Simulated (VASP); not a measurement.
**MnO: single point with PBE+U**

Crystal: MnO.

```
CELL_PARAMETERS angstrom
1.56548 0.90383 2.56008
-1.56548 0.90383 2.56008
0.00000 -1.80766 2.56008
ATOMIC_POSITIONS crystal
Mn 0.00000 0.00000 0.00000
O 0.50000 0.50000 0.50000
```

| Item | Value |
| --- | --- |
| Program | VASP 6.6.1 |
| Task | single point |
| Functional | PBE |
| Potentials or basis | VASP PAW PBE potentials, release 64 (Mn_pv, O) |
| Cutoff | 520 eV |
| k mesh | 12 × 12 × 12 |
| Occupations | gaussian, width 0.05 eV |
| Spin | collinear spin, ferromagnetic start |
| Starting moments | [4.69, 0.0] μB |
| Hubbard terms | Mn d U = 3.9 eV |
| Dipole correction | no |
| Further INCAR settings | ALGO = Normal; EDIFF = 1e-06; NBANDS = 20 |

```json
{
  "Pressure": "9.5 GPa",
  "Band gap on the k mesh": "0.23 eV (least direct gap 2.77 eV)",
  "Net moment": "5.00 μB per cell",
  "Site moments": "Mn +4.62; O +0.16 μB",
  "Valence electrons inside the program's atomic spheres": "Mn 11.36; O 5.02"
}
```

Stress tensor (GPa, compression positive):
```
9.62 0.00 0.00
0.00 9.62 0.00
0.00 0.00 9.40
```

Levels at points of the mesh, in eV from the valence-band top:
Spin up:
| k point | band 9 | band 10 | band 11 | band 12 | band 13 | band 14 | band 15 | band 16 |
| --- | --- | --- | --- | --- | --- | --- | --- | --- |
| (0.00, 0.00, 0.00) | -3.88 | -2.87 | -2.86 | -2.86 | 0.23 | 14.61 | 16.37 | 16.40 |
| (0.50, 0.00, 0.00) | -3.39 | -2.56 | 0.00 | 0.00 | 4.16 | 8.55 | 12.55 | 12.57 |
| (0.50, 0.50, 0.00) | -3.48 | -3.14 | -3.14 | -3.01 | 5.68 | 8.68 | 10.42 | 14.47 |
| (0.50, 0.50, 0.50) | -3.39 | -2.56 | 0.00 | 0.00 | 4.17 | 8.53 | 12.59 | 12.59 |
Spin down:
```tsv
k point	band 5	band 6	band 7	band 8	band 9	band 10
(0.00, 0.00, 0.00)	-2.55	-2.55	-2.55	1.61	3.13	3.14
(0.50, 0.00, 0.00)	-6.56	-3.78	-3.77	4.26	4.56	4.56
(0.50, 0.50, 0.00)	-5.70	-3.56	-3.55	1.21	4.41	4.49
(0.50, 0.50, 0.50)	-6.56	-3.77	-3.77	4.26	4.56	4.56
```

Eigenvalues of the final occupation matrices:
```csv
site,spin,trace,eigenvalues
site 1 d,1,4.78,0.94 0.94 0.94 0.98 0.98
site 1 d,2,0.21,0.02 0.02 0.02 0.07 0.07
```

Wall time 4.4 min on 1 thread of Intel Xeon 8259CL, on a shared host, peak memory 0.21 GiB.

Caveat: the cell stands under pressure; a cell with one magnetic atom can't hold antiferromagnetic order, which such compounds often take. A k mesh can miss the band edges.
